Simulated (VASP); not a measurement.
CuSb2: single point with PBE+D3(BJ)

Crystal: CuSb2.

```
Cu Sb
1.0
     4.03197    0.00000    0.00000
    -2.01598    3.49179    0.00000
     0.00000    0.00000    4.96058
Cu Sb
1 2
Direct
  0.00000 0.00000 0.00000
  0.33333 0.66667 0.25886
  0.66667 0.33333 0.74114
```

```
Program             : VASP 6.6.1
Task                : single point
Functional          : PBE
Dispersion          : D3(BJ)
Potentials or basis : VASP PAW PBE potentials, release 64 (Cu, Sb)
Cutoff              : 520 eV
k mesh              : 10 × 10 × 8
Occupations         : gaussian, width 0.05 eV
Spin                : no spin polarisation
```

```json
{
 "Pressure": "-3.4 GPa",
 "Largest force": "0.046 eV/Å",
 "Band gap on the k mesh": "zero (an odd number of electrons rules out a gap without spin polarisation)",
 "Dispersion energy per atom": "-0.492 eV"
}
```

Forces on the atoms (eV/Å):
```
Cu   0.000  0.000  0.000
Sb   0.000  0.000  0.046
Sb   0.000  0.000 -0.046
```

Stress tensor (GPa, compression positive):
```
-3.36  0.00  0.00
 0.00 -3.36  0.00
 0.00  0.00 -3.44
```

Levels at points of the mesh, in eV from the Fermi level:
```
           k point  band 7  band 8  band 9  band 10  band 11  band 12  band 13  band 14  band 15  band 16
(0.00, 0.00, 0.00)   -3.39   -2.70    0.88     0.88     1.23     1.23     3.44     4.51     4.83     6.85
(0.50, 0.00, 0.00)   -3.29   -2.37   -2.29    -2.27    -1.68     0.14     3.01     3.26     6.19     6.41
(0.00, 0.00, 0.50)   -3.40    0.27    0.59     0.63     0.63     2.04     2.04     4.92     4.94     4.94
(0.50, 0.00, 0.50)   -3.36   -3.28   -3.09    -1.06     0.45     1.06     1.32     5.75     6.20     7.93
```

Run time: 60 s on 1 thread of Intel(R) Xeon(R) 6975P-C (Granite Rapids) (shared host), peak memory 0.27 GiB.

Caveat: three body term missing; the cell stands under tension; spin-orbit coupling is left out, which moves the levels of the heavy elements.
